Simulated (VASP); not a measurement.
A run of VASP 6.6.1 is set up as follows.

INCAR

```
SYSTEM = PbSe
  PREC = Accurate
  ENCUT = 520
  EDIFF = 1E-7
  ISMEAR = 0
  SIGMA = 0.02
  LREAL = .False.
  LASPH = .True.
  NELM = 60
  ALGO = Normal
  ISIF = 2
  LWAVE = .False.
  LCHARG = .True.
  GGA = PE
  LELF = .True.
  LVHAR = .True.
  NBANDS = 28
```

Contents of KPOINTS:

```
Automatic mesh
0
Gamma
  8 8 8
  0 0 0
```

The input POSCAR:

```
PbSe
1.0
    5.3515043033      0.0000000000      0.0000000000
    0.0000000000      5.3515043033      0.0000000000
    0.0000000000      0.0000000000      4.2233452461
Pb Se
2 2
Direct
    0.5000000000      0.0000000000      0.6822417172
    0.0000000000      0.5000000000      0.3177582828
    0.0000000000      0.0000000000      0.0000000000
    0.5000000000      0.5000000000      0.0000000000
```

Potentials or basis: VASP PAW PBE potentials, release 64 (Pb_d, Se).

The run is started by

```bash
$ cat potpaw_PBE.64/Pb_d/POTCAR potpaw_PBE.64/Se/POTCAR > POTCAR
$ mpirun -np 1 vasp_std > vasp.out
```

(1) What does it give for the pressure?

(2) What does it give for the band gap on the k mesh?

(3) Predict the largest force.

## Answers

(1) 0.0 GPa.

(2) 0.40 eV (least direct gap 0.93 eV).

(3) 0.011 eV/Å.

Caveat: the cell differs from its parent crystal (atoms taken out); spin-orbit coupling is left out, which moves the levels of the heavy elements.
